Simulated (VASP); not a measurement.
# HfC (Fm-3m) in VASP: single point with PBEsol

Aim: the single point of HfC with PBEsol.

All numbers are computed with VASP 6.6.1; they aren't measurements. Logs are shortened: lines on timing, memory, paths and dates and some standing lists are left out, and cuts for length are marked.

### Step 1. The cell of the first run

It takes space group Fm-3m (No. 225, cubic). The conventional cell has a = 4.607 Å, b = 4.607 Å, c = 4.607 Å, α = 90.00°, β = 90.00°, γ = 90.00°. Within 3.0 Å of Hf (site symmetry m-3m) lie 6 C at 2.30 Å. Within 3.0 Å of C (site symmetry m-3m) lie 6 Hf at 2.30 Å.

### Step 2. Single point, PBEsol

INCAR

```
ALGO = Normal ; EDIFF = 1E-6
ENCUT = 600 ; GGA = PS
GGA_COMPAT = F ; ISIF = 2
ISMEAR = 0 ; LASPH = T
LCHARG = T ; LELF = T
LREAL = F ; LVHAR = T
LWAVE = F ; NBANDS = 14
NELM = 120 ; PREC = Accurate
SIGMA = 0.1
```

KPOINTS

```
k-points
0
Gamma
  24 24 24
```

POSCAR

```
HfC
1.0
    0.0000000000      2.3035754734      2.3035754734
    2.3035754734      0.0000000000      2.3035754734
    2.3035754734      2.3035754734      0.0000000000
Hf C
1 1
Direct
    0.0000000000      0.0000000000      0.0000000000
    0.5000000000      0.5000000000      0.5000000000
```

Potentials or basis: VASP PAW PBE potentials, release 64 (Hf_pv, C).

Run with:

```console
> cat potpaw_PBE.64/Hf_pv/POTCAR potpaw_PBE.64/C/POTCAR > POTCAR
> mpirun -np 1 vasp_std > vasp.out
```

OUTCAR:

```text
EDIFF = 1E-6
   ENCUT = 600
   GGA = PS
   ISIF = 2
   ISMEAR = 0
   LASPH = T
   LREAL = F
   NELM = 120
   PREC = Accurate

 ion  position               nearest neighbor table
   1  0.000  0.000  0.000-   2 2.30   2 2.30   2 2.30   2 2.30   2 2.30   2 2.30
   2  0.500  0.500  0.500-   1 2.30   1 2.30   1 2.30   1 2.30   1 2.30   1 2.30

  LATTYP: Found a face centered cubic cell.
 ALAT       =     4.6071509468

  Lattice vectors:

 A1 = (   0.0000000000,   2.3035754734,   2.3035754734)
 A2 = (   2.3035754734,   0.0000000000,   2.3035754734)
 A3 = (   2.3035754734,   2.3035754734,   0.0000000000)

Analysis of symmetry for initial positions (statically):
=====================================================================
 Subroutine PRICEL returns:
 Original cell was already a primitive cell.

 Routine SETGRP: Setting up the symmetry group for a
 face centered cubic supercell.

 Subroutine GETGRP returns: Found 48 space group operations
 (whereof 48 operations were pure point group operations)
 out of a pool of 48 trial point group operations.

The static configuration has the point symmetry O_h .

Analysis of symmetry for dynamics (positions and initial velocities):
=====================================================================
 Subroutine PRICEL returns:
 Original cell was already a primitive cell.

 Routine SETGRP: Setting up the symmetry group for a
 face centered cubic supercell.

 Subroutine GETGRP returns: Found 48 space group operations
 (whereof 48 operations were pure point group operations)
 out of a pool of 48 trial point group operations.

The dynamic configuration has the point symmetry O_h .

 Subroutine INISYM returns: Found 48 space group operations
 (whereof 48 operations are pure point group operations),
 and found     1 'primitive' translations

----------------------------------------------------------------------------------------

                                     Primitive cell

  volume of cell :      24.4477

  direct lattice vectors                    reciprocal lattice vectors
     0.000000000  2.303575473  2.303575473    -0.217053882  0.217053882  0.217053882
     2.303575473  0.000000000  2.303575473     0.217053882 -0.217053882  0.217053882
     2.303575473  2.303575473  0.000000000     0.217053882  0.217053882 -0.217053882

  length of vectors
     3.257747676  3.257747676  3.257747676     0.375948352  0.375948352  0.375948352

  position of ions in fractional coordinates (direct lattice)
     0.000000000  0.000000000  0.000000000
     0.500000000  0.500000000  0.500000000

  ion indices of the primitive-cell ions
   primitive index   ion index
                 1           1
                 2           2

----------------------------------------------------------------------------------------

 KPOINTS: k-points

Automatic generation of k-mesh.
 Grid dimensions read from file:
 generate k-points for:   24   24   24

 Generating k-lattice:

  Cartesian coordinates                     Fractional coordinates (reciprocal lattice)
    -0.009043912  0.009043912  0.009043912     0.041666667  0.000000000  0.000000000
     0.009043912 -0.009043912  0.009043912     0.000000000  0.041666667  0.000000000
     0.009043912  0.009043912 -0.009043912     0.000000000  0.000000000  0.041666667

  Length of vectors
     0.015664515  0.015664515  0.015664515

  Shift w.r.t. Gamma in fractional coordinates (k-lattice)
     0.000000000  0.000000000  0.000000000

 Subroutine IBZKPT returns following result:
 ===========================================

 Found    413 irreducible k-points:

 Following reciprocal coordinates:
            Coordinates               Weight
  0.000000  0.000000  0.000000      1.000000
  0.041667  0.000000  0.000000      8.000000
  0.083333  0.000000  0.000000      8.000000
  0.125000  0.000000  0.000000      8.000000
  0.166667  0.000000  0.000000      8.000000
  0.208333  0.000000  0.000000      8.000000
[... 16 lines left out ...]
  0.416667  0.041667  0.000000     24.000000
  0.458333  0.041667  0.000000     24.000000
 [... further k-points ...]
   k-points           NKPTS =    413   k-points in BZ     NKDIM =    413   number of bands    NBANDS=     14
   number of dos      NEDOS =    301   number of ions     NIONS =      2
   total plane-waves  NPLWV =  21952
   dimension x,y,z NGX =    28 NGY =   28 NGZ =   28
   dimension x,y,z NGXF=    56 NGYF=   56 NGZF=   56
   ions per type =               1   1
   NGX,Y,Z   is equivalent  to a cutoff of  14.29, 14.29, 14.29 a.u.
   NGXF,Y,Z  is equivalent  to a cutoff of  28.58, 28.58, 28.58 a.u.
 SYSTEM =  unknown system
   PREC   = accura    normal or accurate (medium, high low for compatibility)
   ISTART =      0    job   : 0-new  1-cont  2-samecut
   ICHARG =      2    charge: 1-file 2-atom 10-const
   ISPIN  =      1    spin polarized calculation?
   LNONCOLLINEAR =      F non collinear calculations
   LSORBIT =      F    spin-orbit coupling
   LASPH  =      T    aspherical Exc in radial PAW
   ENCUT  =  600.0 eV  44.10 Ry    6.64 a.u.   6.51  6.51  6.51*2*pi/ulx,y,z
   NELM   =    120;   NELMIN=  2; NELMDL= -5     # of ELM steps
   EDIFF  = 0.1E-05   stopping-criterion for ELM
   LREAL  =      F    real-space projection
   EDIFFG = 0.1E-04   stopping-criterion for IOM
   NSW    =      0    number of steps for IOM
   IBRION =     -1    ionic relax: 0-MD 1-quasi-New 2-CG
   NFREE  =      0    steps in history (QN), initial steepest desc. (CG)
   ISIF   =      2    stress and relaxation
   ISYM   =      2    0-nonsym 1-usesym 2-fastsym
   POTIM  = 0.5000    time-step for ionic-motion
   TEBEG  =    0.0;   TEEND  =   0.0 temperature during run
   PSTRESS=    0.0 pullay stress
   NELECT =      14.0000    total number of electrons
   NUPDOWN=      -1.0000    fix difference up-down
   EMIN   =  10.00;   EMAX   =-10.00  energy-range for DOS
   EFERMI =   0.00;   METHOD = LEGACY
   ISMEAR =     0;   SIGMA  =   0.10  broadening in eV -4-tet -1-fermi 0-gaus
   EFERMI_NEDOS =   21; number of points for ismear=-14 and -15
   IALGO  =     38    algorithm
   IMIX   =      4    mixing-type and parameters
     AMIX     =   0.40;   BMIX     =  1.00
     AMIX_MAG =   1.60;   BMIX_MAG =  1.00
  volume/ion in A,a.u.               =      12.22        82.49
  Fermi-wavevector in a.u.,A,eV,Ry     =   1.359477  2.569038 25.145969  1.848177
  Thomas-Fermi vector in A             =   2.486221
   LORBIT       =      0    0 simple, 1 ext, 2 COOP (PROOUT), +10 PAW based schemes
   GGA     = PS    functional components
   LHFCALC =     F    Hartree Fock is set to
   AEXX    =    0.0000 exact exchange contribution
   IVDW    =     0    specifies the selected vdW correction
   LEPSILON=     F    determine dielectric tensor
   LRPA    =     F    only Hartree local field effects (RPA)
 non-spin polarized calculation
 Gauss-broadening in eV      SIGMA  =   0.10
  energy-cutoff  :      600.00
  volume of cell :       24.45
 maximum number of plane-waves:       869
 NGX is ok and might be reduce to    28
   NGX = 13   NGY = 13   NGZ = 13

 number of electron      13.9999999 magnetization

 Free energy of the ion-electron system (eV)
  ---------------------------------------------------
  ext. energy  EPLUGINS =         0.00000000
  ---------------------------------------------------
  free energy    TOTEN  =       -22.19738441 eV

  energy without entropy =      -22.19578284  energy(sigma->0) =      -22.19658363

 E-fermi :   6.0114     XC(G=0): -12.5576

 val. band max:        6.0109671986   @ k =   0.3333   0.2917   0.0417
 cond. band min:       6.0221506980   @ k =   0.4167   0.3750   0.0417
 fundamental gap:      0.0111834995
 Fermi energy:         6.0113869891

 k-point     1 :       0.0000    0.0000    0.0000
  band No.  band energies     occupation
      1     -23.3451      2.00000
      2     -23.3451      2.00000
      3     -23.3451      2.00000
      4      -6.4092      2.00000
      5       7.0628      0.00000
      6       7.0628      0.00000
      7       7.0628      0.00000
      8       7.3722      0.00000
      9       7.3722      0.00000
     10       7.3722      0.00000
     11       9.4703      0.00000
     12       9.4703      0.00000
     13      13.1831      0.00000
     14      17.0468      0.00000

 k-point     2 :       0.0417    0.0000    0.0000
  band No.  band energies     occupation
      1     -23.3591      2.00000
      2     -23.3465      2.00000
      3     -23.3465      2.00000
      4      -6.3628      2.00000
      5       6.5978      0.00000
      6       6.7668      0.00000
      7       6.7668      0.00000
      8       7.5146      0.00000
      9       7.5146      0.00000
     10       7.7240      0.00000
     11       9.7184      0.00000
     12       9.7184      0.00000
     13      13.2845      0.00000
     14      17.1773      0.00000

 k-point     3 :       0.0833    0.0000    0.0000
  band No.  band energies     occupation
      1     -23.3999      2.00000
      2     -23.3503      2.00000
      3     -23.3503      2.00000
      4      -6.2254      2.00000
      5       5.9242      1.78235
      6       6.2488      0.00078
      7       6.2488      0.00078
      8       7.7110      0.00000
      9       7.7110      0.00000
     10       8.0809      0.00000
     11      10.3212      0.00000
     12      10.3212      0.00000
     13      13.5695      0.00000
     14      17.5564      0.00000

 k-point     4 :       0.1250    0.0000    0.0000
  band No.  band energies     occupation
      1     -23.4641      2.00000
      2     -23.3564      2.00000
      3     -23.3564      2.00000
      4      -6.0021      2.00000
      5       5.1916      2.00000
      6       5.6908      1.99999
      7       5.6908      1.99999
      8       7.9558      0.00000
      9       7.9558      0.00000
     10       8.3529      0.00000
     11      11.0969      0.00000
     12      11.0969      0.00000
     13      13.9882      0.00000
     14      18.1467      0.00000

 k-point     5 :       0.1667    0.0000    0.0000
  band No.  band energies     occupation
      1     -23.5464      2.00000
      2     -23.3644      2.00000
      3     -23.3644      2.00000
      4      -5.7012      2.00000
      5       4.4349      2.00000
      6       5.1503      2.00000
      7       5.1503      2.00000
      8       8.2686      0.00000
      9       8.2686      0.00000
     10       8.5785      0.00000
     11      11.9577      0.00000
[... 276 lines left out ...]
 k-point    22 :       0.3750    0.0417    0.0000
  band No.  band energies     occupation
      1     -23.9746      2.00000
      2     -23.4181      2.00000
      3     -23.4086      2.00000
      4      -3.6194      2.00000
      5       1.1062      2.00000
      6       3.2720      2.00000
      7       3.4342      2.00000
      8       9.6958      0.00000
      9      10.6180      0.00000
     10      10.7252      0.00000
     11      14.9006      0.00000
     12      15.6335      0.00000
     13      16.5500      0.00000
     14      19.9046      0.00000

 k-point    23 :       0.4167    0.0417    0.0000
  band No.  band energies     occupation
      1     -24.0370      2.00000
      2     -23.4228      2.00000
      3     -23.4175      2.00000
      4      -3.1449      2.00000
      5       0.5317      2.00000
      6       3.0928      2.00000
      7       3.2110      2.00000
      8      10.2179      0.00000
      9      11.1254      0.00000
     10      11.1419      0.00000
     11      14.2650      0.00000
     12      16.3998      0.00000
     13      17.1900      0.00000
     14      19.9091      0.00000

 k-point    24 :       0.4583    0.0417    0.0000
  band No.  band energies     occupation
      1     -24.0792      2.00000
      2     -23.4250      2.00000
      3     -23.4246      2.00000
      4      -2.7341      2.00000
      5       0.0595      2.00000
      6       2.9853      2.00000
      7       3.0565      2.00000
      8      10.7546      0.00000
      9      11.4197      0.00000
     10      11.5910      0.00000
     11      13.5424      0.00000
     12      17.0716      0.00000
     13      17.6582      0.00000
     14      19.8791      0.00000

 [... further k-points ...]

------------------------ aborting loop because EDIFF is reached ----------------------------------------

  FORCE on cell =-STRESS in cart. coord.  units (eV):
  Direction    XX          YY          ZZ          XY          YZ          ZX
  --------------------------------------------------------------------------------------
  -------------------------------------------------------------------------------------
  Total       -0.0670517     -0.0670517     -0.0670517     -0.0000000     -0.0000000      0.0000000
  in kB       -4.3942323     -4.3942323     -4.3942323     -0.0000000     -0.0000000      0.0000000
  external PRESSURE =      -4.3942323 kB  Pullay stress =       0.0000000 kB

 VOLUME and BASIS-vectors are now :
 -----------------------------------------------------------------------------
  energy-cutoff  :      600.00
  volume of cell :       24.45
      direct lattice vectors                 reciprocal lattice vectors
     0.000000000  2.303575473  2.303575473    -0.217053882  0.217053882  0.217053882
     2.303575473  0.000000000  2.303575473     0.217053882 -0.217053882  0.217053882
     2.303575473  2.303575473  0.000000000     0.217053882  0.217053882 -0.217053882

 POSITION                                       TOTAL-FORCE (eV/Angst)
 -----------------------------------------------------------------------------------
      0.00000      0.00000      0.00000        -0.000000     -0.000000     -0.000000
      2.30358      2.30358      2.30358         0.000000      0.000000      0.000000
 -----------------------------------------------------------------------------------
    total drift:                                0.000000      0.000000      0.000000

  FREE ENERGIE OF THE ION-ELECTRON SYSTEM (eV)
  ---------------------------------------------------
  free  energy   TOTEN  =       -22.1973844122 eV

  energy  without entropy=      -22.1957828395  energy(sigma->0) =      -22.19658363
```

Wall time 2.2 min (1 thread of Intel Xeon Platinum 8375C at 2.90GHz (Ice Lake), shared host); peak memory 0.31 GiB.

Results:

```yaml
Free_energy: -22.1974 eV
Pressure: -0.4 GPa
Band_gap_on_the_k_mesh: zero (bands 7 and 8 overlap by 1.46 eV)
```

Caveat: the PAW data sets were made with another functional, which shifts forces and pressure a little; spin-orbit coupling is left out, which moves the levels of the heavy elements.
